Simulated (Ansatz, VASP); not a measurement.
**SiGe: VASP beside Ansatz**

```
Si Ge
1.0
     3.90359    0.00000    0.00000
    -1.95180    3.38061    0.00000
     0.00000    0.00000    6.45110
Si Ge
2 2
Direct
  0.66667 0.33333 0.87450
  0.33333 0.66667 0.37450
  0.66667 0.33333 0.50831
  0.33333 0.66667 0.00831
```

Alike in both runs: task single point; functional LDA; k mesh 12 × 12 × 6; occupations gaussian, width 0.03 eV; no spin polarisation.

```csv
,VASP,Ansatz
version,VASP 6.6.1,Ansatz 0.2.0
potentials or method,"VASP PAW LDA potentials, release 64 (Si, Ge_d), cutoff 520 eV","scalar-relativistic, plane waves, PAW"
valence electrons in the cell,36,36
```

```csv
,VASP,Ansatz,Ansatz less VASP
gap on the k mesh at the Fermi level (eV),0.18,0.18,-0.005
least direct gap on the mesh (eV),0.34,0.33,-0.013
pressure (GPa),-2.0,-2.1,-0.09
"traceless stress, the component that is largest in VASP (GPa)",1.83,1.83,-0.005
rms of the force components (eV/Å),0.376,0.375,-0.0009
```

Ansatz warns that its potentials were made for another functional, while VASP's fit it. LDA's correlation is that of Perdew and Zunger in VASP and of Perdew and Wang (1992) in Ansatz. Atom by atom the forces differ by 0.001 eV/Å (rms over components).
